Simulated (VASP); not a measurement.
Write the native input for VASP 6.6.1 that does the following.

```
Task                   : single point
Functional             : PBE
Potentials or basis    : VASP PAW PBE potentials, release 64 (Mo_sv, Bi_d)
Cutoff                 : 520 eV
k mesh                 : 10 × 10 × 6
Occupations            : gaussian, width 0.05 eV
Spin                   : no spin polarisation
Dipole correction      : no
Further INCAR settings : ALGO = Fast; EDIFF = 1e-06; NBANDS = 37
```

The structure of BiMo lies in POSCAR:

```
BiMo
1.0
    4.4903024292      0.0000000000      0.0000000000
   -2.2451512146      3.8887159743      0.0000000000
    0.0000000000      0.0000000000      5.0987445044
Mo Bi
2 2
Direct
    0.0000000000      0.0000000000      0.0000000000
    0.0000000000      0.0000000000      0.5000000000
    0.3333333333      0.6666666667      0.2500000000
    0.6666666667      0.3333333333      0.7500000000
```

The input as run:

INCAR

```
ALGO = Fast
EDIFF = 1E-6
ENCUT = 520
GGA = PE
ISIF = 2
ISMEAR = 0
LASPH = True
LCHARG = False
LREAL = False
LWAVE = False
NBANDS = 37
NELM = 80
PREC = Accurate
SIGMA = 0.05
```

KPOINTS

```
k-points
0
Gamma
  10 10 6
```

Potentials or basis: VASP PAW PBE potentials, release 64 (Mo_sv, Bi_d).

The run is started by

```console
$ cat potpaw_PBE.64/Mo_sv/POTCAR potpaw_PBE.64/Bi_d/POTCAR > POTCAR
$ mpirun -np 1 vasp_std > vasp.out
```

It gave:

```yaml
Pressure: 7.1 GPa
Band_gap_on_the_k_mesh: zero (bands 29 and 30 overlap by 1.61 eV)
```

Caveat: the cell stands under pressure; spin-orbit coupling is left out, which moves the levels of the heavy elements.

Run time: 5.8 min on 1 thread of Oxide Virtual Turin-like Processor, with other jobs on the host, peak memory 0.28 GiB.
